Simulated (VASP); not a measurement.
# MgI2 in VASP: notebook

The runs below take MgI2 through single point, with PBEsol.

Everything below comes from runs of VASP 6.6.1. Logs are shortened: lines on timing, memory, paths and dates and some standing lists are left out, and cuts for length are marked.

## 1. The cell of the first run

The structure is trigonal, space group P-3m1 (No. 164). Conventional cell: a = 4.181 Å, b = 4.181 Å, c = 6.907 Å, α = 90.00°, β = 90.00°, γ = 120.00°. Within 3.9 Å of Mg (site symmetry -3m) lie 6 I at 2.94 Å. I (site symmetry 3m) has 3 Mg at 2.94 Å within 3.9 Å.

## 2. Single point, PBEsol (volume scaled by 1.02)

INCAR

```
PREC     = Accurate       # precision mode
ENCUT    = 520            # plane-wave cutoff, eV
EDIFF    = 1E-7           # SCF threshold, eV
ISMEAR   = -1             # smearing method
SIGMA    = 0.03           # smearing width, eV
LREAL    = False          # projectors in reciprocal space
LASPH    = True           # aspherical terms in the spheres
NELM     = 100            # most SCF steps
ALGO     = Normal         # electronic algorithm
ISIF     = 2              # what is computed and relaxed
LWAVE    = False          # write WAVECAR
LCHARG   = False          # write CHGCAR
GGA      = PS             # functional
NBANDS   = 15             # bands
```

KPOINTS

```
Automatic mesh
0
Gamma
  7 7 4
```

POSCAR

```
MgI2
1.0
    4.1812088709      0.0000000000      0.0000000000
   -2.0906044354      3.6210331007      0.0000000000
    0.0000000000      0.0000000000      6.9074450330
Mg I
1 2
Direct
    0.0000000000      0.0000000000      0.0000000000
    0.3333333333      0.6666666667      0.7576300000
    0.6666666667      0.3333333333      0.2423700000
```

Potentials or basis: VASP PAW PBE potentials, release 64 (Mg, I).

Launch:

```console
$ cat potpaw_PBE.64/Mg/POTCAR potpaw_PBE.64/I/POTCAR > POTCAR
$ mpirun -np 1 vasp_std > vasp.out
```

OUTCAR:

```text
PREC = Accurate
   ENCUT = 520
   EDIFF = 1E-7
   ISMEAR = -1
   LREAL = False
   LASPH = True
   NELM = 100
   ISIF = 2
   GGA = PS

 ion  position               nearest neighbor table
   1  0.000  0.000  0.000-   2 2.94   3 2.94   2 2.94   3 2.94   3 2.94   2 2.94
   2  0.333  0.667  0.758-   1 2.94   1 2.94   1 2.94
   3  0.667  0.333  0.242-   1 2.94   1 2.94   1 2.94

  LATTYP: Found a hexagonal cell.
 ALAT       =     4.1812088709
 C/A-ratio  =     1.6520210413

  Lattice vectors:

 A1 = (   4.1812088709,   0.0000000000,   0.0000000000)
 A2 = (  -2.0906044354,   3.6210331007,   0.0000000000)
 A3 = (   0.0000000000,   0.0000000000,   6.9074450330)

Analysis of symmetry for initial positions (statically):
=====================================================================
 Subroutine PRICEL returns:
 Original cell was already a primitive cell.

 Routine SETGRP: Setting up the symmetry group for a
 hexagonal supercell.

 Subroutine GETGRP returns: Found 12 space group operations
 (whereof 12 operations were pure point group operations)
 out of a pool of 24 trial point group operations.
[... 9 lines left out ...]
 hexagonal supercell.

 Subroutine GETGRP returns: Found 12 space group operations
 (whereof 12 operations were pure point group operations)
 out of a pool of 24 trial point group operations.

The dynamic configuration has the point symmetry D_3d.

 Subroutine INISYM returns: Found 12 space group operations
 (whereof 12 operations are pure point group operations),
 and found     1 'primitive' translations

----------------------------------------------------------------------------------------

                                     Primitive cell

  volume of cell :     104.5808

  direct lattice vectors                    reciprocal lattice vectors
     4.181208871  0.000000000  0.000000000     0.239165282  0.138082140  0.000000000
    -2.090604435  3.621033101  0.000000000     0.000000000  0.276164280  0.000000000
     0.000000000  0.000000000  6.907445033     0.000000000  0.000000000  0.144771329

  length of vectors
     4.181208871  4.181208871  6.907445033     0.276164280  0.276164280  0.144771329

  position of ions in fractional coordinates (direct lattice)
     0.000000000  0.000000000  0.000000000
     0.333333333  0.666666667  0.757630000
     0.666666667  0.333333333  0.242370000

  ion indices of the primitive-cell ions
   primitive index   ion index
                 1           1
                 2           2
                 3           3

----------------------------------------------------------------------------------------

 KPOINTS: Automatic mesh

Automatic generation of k-mesh.
 Grid dimensions read from file:
 generate k-points for:    7    7    4

 Generating k-lattice:

  Cartesian coordinates                     Fractional coordinates (reciprocal lattice)
     0.034166469  0.019726020  0.000000000     0.142857143  0.000000000  0.000000000
     0.000000000  0.039452040  0.000000000     0.000000000  0.142857143  0.000000000
     0.000000000  0.000000000  0.036192832     0.000000000  0.000000000  0.250000000

  Length of vectors
     0.039452040  0.039452040  0.036192832

  Shift w.r.t. Gamma in fractional coordinates (k-lattice)
     0.000000000  0.000000000  0.000000000

 Subroutine IBZKPT returns following result:
 ===========================================

 Found     28 irreducible k-points:

 Following reciprocal coordinates:
            Coordinates               Weight
  0.000000  0.000000  0.000000      1.000000
  0.142857  0.000000  0.000000      6.000000
  0.285714 -0.000000  0.000000      6.000000
  0.428571 -0.000000  0.000000      6.000000
  0.142857  0.142857  0.000000      6.000000
  0.285714  0.142857  0.000000     12.000000
[... 16 lines left out ...]
  0.285714 -0.000000  0.500000      6.000000
  0.428571 -0.000000  0.500000      6.000000
 [... further k-points ...]
   k-points           NKPTS =     28   k-points in BZ     NKDIM =     28   number of bands    NBANDS=     15
   number of dos      NEDOS =    301   number of ions     NIONS =      3
   total plane-waves  NPLWV =  55296
   dimension x,y,z NGX =    32 NGY =   32 NGZ =   54
   dimension x,y,z NGXF=    64 NGYF=   64 NGZF=  108
   ions per type =               1   2
   NGX,Y,Z   is equivalent  to a cutoff of  12.72, 12.72, 13.00 a.u.
   NGXF,Y,Z  is equivalent  to a cutoff of  25.45, 25.45, 25.99 a.u.
 SYSTEM =  unknown system
   PREC   = accura    normal or accurate (medium, high low for compatibility)
   ISTART =      0    job   : 0-new  1-cont  2-samecut
   ICHARG =      2    charge: 1-file 2-atom 10-const
   ISPIN  =      1    spin polarized calculation?
   LNONCOLLINEAR =      F non collinear calculations
   LSORBIT =      F    spin-orbit coupling
   LASPH  =      T    aspherical Exc in radial PAW
   ENCUT  =  520.0 eV  38.22 Ry    6.18 a.u.   7.77  7.77 12.84*2*pi/ulx,y,z
   NELM   =    100;   NELMIN=  2; NELMDL= -5     # of ELM steps
   EDIFF  = 0.1E-06   stopping-criterion for ELM
   LREAL  =      F    real-space projection
   EDIFFG = 0.1E-05   stopping-criterion for IOM
   NSW    =      0    number of steps for IOM
   IBRION =     -1    ionic relax: 0-MD 1-quasi-New 2-CG
   NFREE  =      0    steps in history (QN), initial steepest desc. (CG)
   ISIF   =      2    stress and relaxation
   ISYM   =      2    0-nonsym 1-usesym 2-fastsym
   POTIM  = 0.5000    time-step for ionic-motion
   TEBEG  =    0.0;   TEEND  =   0.0 temperature during run
   PSTRESS=    0.0 pullay stress
   NELECT =      16.0000    total number of electrons
   NUPDOWN=      -1.0000    fix difference up-down
   EMIN   =  10.00;   EMAX   =-10.00  energy-range for DOS
   EFERMI =   0.00;   METHOD = LEGACY
   ISMEAR =    -1;   SIGMA  =   0.03  broadening in eV -4-tet -1-fermi 0-gaus
   EFERMI_NEDOS =   21; number of points for ismear=-14 and -15
   IALGO  =     38    algorithm
   IMIX   =      4    mixing-type and parameters
     AMIX     =   0.40;   BMIX     =  1.00
     AMIX_MAG =   1.60;   BMIX_MAG =  1.00
  volume/ion in A,a.u.               =      34.86       235.25
  Fermi-wavevector in a.u.,A,eV,Ry     =   0.875583  1.654613 10.430858  0.766646
  Thomas-Fermi vector in A             =   1.995275
   LORBIT       =      0    0 simple, 1 ext, 2 COOP (PROOUT), +10 PAW based schemes
   GGA     = PS    functional components
   LHFCALC =     F    Hartree Fock is set to
   AEXX    =    0.0000 exact exchange contribution
   IVDW    =     0    specifies the selected vdW correction
   LEPSILON=     F    determine dielectric tensor
   LRPA    =     F    only Hartree local field effects (RPA)
 non-spin polarized calculation
  energy-cutoff  :      520.00
  volume of cell :      104.58
 maximum number of plane-waves:      2846
 NGX is ok and might be reduce to    32
   NGX = 15   NGY = 15   NGZ = 25

 number of electron      16.0000000 magnetization

 Free energy of the ion-electron system (eV)
  ---------------------------------------------------
  ext. energy  EPLUGINS =         0.00000000
  ---------------------------------------------------
  free energy    TOTEN  =        -8.41389071 eV

  energy without entropy =       -8.41389071  energy(sigma->0) =       -8.41389071

 E-fermi :   2.6371     XC(G=0):  -8.2918

 val. band max:        2.0509675745   @ k =   0.0000   0.0000   0.0000
 cond. band min:       5.5005673178   @ k =   0.4286  -0.0000   0.2500
 fundamental gap:      3.4495997433
 Fermi energy:         2.6371273735

 k-point     1 :       0.0000    0.0000    0.0000
  band No.  band energies     occupation
      1      -9.9944      2.00000
      2      -9.3117      2.00000
      3      -1.4465      2.00000
      4       1.5880      2.00000
      5       1.5880      2.00000
      6       1.9607      2.00000
      7       1.9607      2.00000
      8       2.0510      2.00000
      9       5.5432      0.00000
     10       6.6707      0.00000
     11       8.6513      0.00000
     12       8.6513      0.00000
     13       9.4544      0.00000
     14      10.1202      0.00000
     15      10.1202      0.00000

 k-point     2 :       0.1429    0.0000    0.0000
  band No.  band energies     occupation
      1      -9.8935      2.00000
      2      -9.2604      2.00000
      3      -1.3048      2.00000
      4       0.8239      2.00000
      5       1.2912      2.00000
      6       1.3491      2.00000
      7       1.9282      2.00000
      8       1.9810      2.00000
      9       6.2973      0.00000
     10       7.2911      0.00000
     11       8.0437      0.00000
     12       8.9404      0.00000
     13       9.3166      0.00000
     14       9.9934      0.00000
     15      10.4178      0.00000

 k-point     3 :       0.2857   -0.0000    0.0000
  band No.  band energies     occupation
      1      -9.6356      2.00000
      2      -9.1539      2.00000
      3      -1.0391      2.00000
      4      -0.3356      2.00000
      5       0.3135      2.00000
      6       0.9583      2.00000
      7       1.7159      2.00000
      8       1.7642      2.00000
      9       6.2538      0.00000
     10       7.3789      0.00000
     11       8.1251      0.00000
     12       9.1032      0.00000
     13       9.2753      0.00000
     14      10.2109      0.00000
     15      10.8289      0.00000
[... 343 lines left out ...]
 k-point    23 :       0.2857   -0.0000    0.5000
  band No.  band energies     occupation
      1      -9.5227      2.00000
      2      -9.2857      2.00000
      3      -0.9736      2.00000
      4      -0.4043      2.00000
      5       0.8809      2.00000
      6       1.1114      2.00000
      7       1.1454      2.00000
      8       1.5595      2.00000
      9       6.0940      0.00000
     10       7.4624      0.00000
     11       8.3115      0.00000
     12       8.8990      0.00000
     13       9.4789      0.00000
     14      10.4870      0.00000
     15      10.8901      0.00000

 k-point    24 :       0.4286   -0.0000    0.5000
  band No.  band energies     occupation
      1      -9.2967      2.00000
      2      -9.1757      2.00000
      3      -1.5109      2.00000
      4      -1.0271      2.00000
      5       0.8744      2.00000
      6       0.9043      2.00000
      7       1.2467      2.00000
      8       1.3813      2.00000
      9       5.5741      0.00000
     10       7.1451      0.00000
     11       7.7906      0.00000
     12       8.1442      0.00000
     13       9.6567      0.00000
     14      11.7137      0.00000
     15      11.9476      0.00000

 [... further k-points ...]
[... 5 lines left out ...]
  --------------------------------------------------------------------------------------
  -------------------------------------------------------------------------------------
  Total       -0.5984141     -0.5984141     -0.3263711     -0.0000000      0.0000000     -0.0000000
  in kB       -9.1677044     -9.1677044     -5.0000059     -0.0000000      0.0000000     -0.0000000
  external PRESSURE =      -7.7784716 kB  Pullay stress =       0.0000000 kB

 VOLUME and BASIS-vectors are now :
 -----------------------------------------------------------------------------
  energy-cutoff  :      520.00
  volume of cell :      104.58
      direct lattice vectors                 reciprocal lattice vectors
     4.181208871  0.000000000  0.000000000     0.239165282  0.138082140  0.000000000
    -2.090604435  3.621033101  0.000000000     0.000000000  0.276164280  0.000000000
     0.000000000  0.000000000  6.907445033     0.000000000  0.000000000  0.144771329

 POSITION                                       TOTAL-FORCE (eV/Angst)
 -----------------------------------------------------------------------------------
      0.00000      0.00000      0.00000         0.000000      0.000000      0.000000
     -0.00000      2.41402      5.23329         0.000000      0.000000      0.131419
      2.09060      1.20701      1.67416        -0.000000      0.000000     -0.131419
 -----------------------------------------------------------------------------------
    total drift:                               -0.000000      0.000000     -0.000000

  FREE ENERGIE OF THE ION-ELECTRON SYSTEM (eV)
  ---------------------------------------------------
  free  energy   TOTEN  =        -8.4138907127 eV

  energy  without entropy=       -8.4138907127  energy(sigma->0) =       -8.41389071
```

It took 23 s on 1 thread of Intel Xeon 6975P-C (Granite Rapids), shared host; peak memory 0.24 GiB.

Results:

```
Free energy            : -8.4139 eV
Pressure               : -0.8 GPa
Largest force          : 0.131 eV/Å
Band gap on the k mesh : 3.45 eV, indirect (least direct gap 3.49 eV)
```

Forces in eV/Å, atoms in the order of the input:
```
Mg   0.000  0.000  0.000
I    0.000  0.000  0.131
I    0.000  0.000 -0.131
```

Stress tensor (GPa, compression positive):
```
-0.92  0.00  0.00
 0.00 -0.92  0.00
 0.00  0.00 -0.50
```

Caveat: the PAW data sets were made with another functional, which shifts forces and pressure a little; spin-orbit coupling is left out, which moves the levels of the heavy elements; this functional lacks dispersion, which binds the layers, so the pressure and a relaxed spacing across them are unreliable. A k mesh can miss the band edges.

## 3. Single point, PBEsol (zz strain of +1 %)

INCAR

```
ALGO = Normal
EDIFF = 1E-6
ENCUT = 520
GGA = PS
ISIF = 2
ISMEAR = -1
LASPH = True
LCHARG = False
LREAL = False
LWAVE = False
NBANDS = 15
NELM = 60
PREC = Accurate
SIGMA = 0.03
```

KPOINTS

```
k-points
0
Gamma
  7 7 4
```

POSCAR

```
MgI2
1.0
    4.1537001214      0.0000000000      0.0000000000
   -2.0768500607      3.5972098248      0.0000000000
    0.0000000000      0.0000000000      6.9306200000
Mg I
1 2
Direct
    0.0000000000      0.0000000000      0.0000000000
    0.3333333333      0.6666666667      0.7576300000
    0.6666666667      0.3333333333      0.2423700000
```

Potentials or basis: VASP PAW PBE potentials, release 64 (Mg, I).

Launch:

```console
$ cat potpaw_PBE.64/Mg/POTCAR potpaw_PBE.64/I/POTCAR > POTCAR
$ mpirun -np 1 vasp_std > vasp.out
```

Wall time 22 s (1 thread of Intel Xeon 6975P-C (Granite Rapids), shared host); peak memory 0.24 GiB.

It converged, with:

| Property | Result |
| --- | --- |
| Free energy | -8.4191 eV |
| Pressure | -0.5 GPa |
| Largest force | 0.112 eV/Å |
| Band gap on the k mesh | 3.51 eV, indirect (least direct gap 3.59 eV) |

Forces in eV/Å, atoms in the order of the input:
```
Mg   0.000  0.000  0.000
I    0.000  0.000  0.112
I    0.000  0.000 -0.112
```

Stress tensor (GPa, compression positive):
```
-0.54  0.00  0.00
 0.00 -0.54  0.00
 0.00  0.00 -0.41
```

Levels at points of the mesh, in eV from the valence-band top:
| k point | band 4 | band 5 | band 6 | band 7 | band 8 | band 9 | band 10 | band 11 | band 12 | band 13 |
| --- | --- | --- | --- | --- | --- | --- | --- | --- | --- | --- |
| (0.00, 0.00, 0.00) | -0.39 | -0.39 | -0.02 | -0.02 | 0.00 | 3.59 | 4.70 | 6.69 | 6.69 | 7.38 |
| (0.00, 0.00, 0.50) | -1.43 | -0.30 | -0.30 | -0.12 | -0.12 | 4.59 | 4.78 | 6.52 | 6.52 | 7.81 |

Caveat: the cell differs from its parent crystal (zz strain of +1 %); the PAW data sets were made with another functional, which shifts forces and pressure a little; spin-orbit coupling is left out, which moves the levels of the heavy elements; this functional lacks dispersion, which binds the layers, so the pressure and a relaxed spacing across them are unreliable. A k mesh can miss the band edges.

(Part 1 of 3 ends here.)
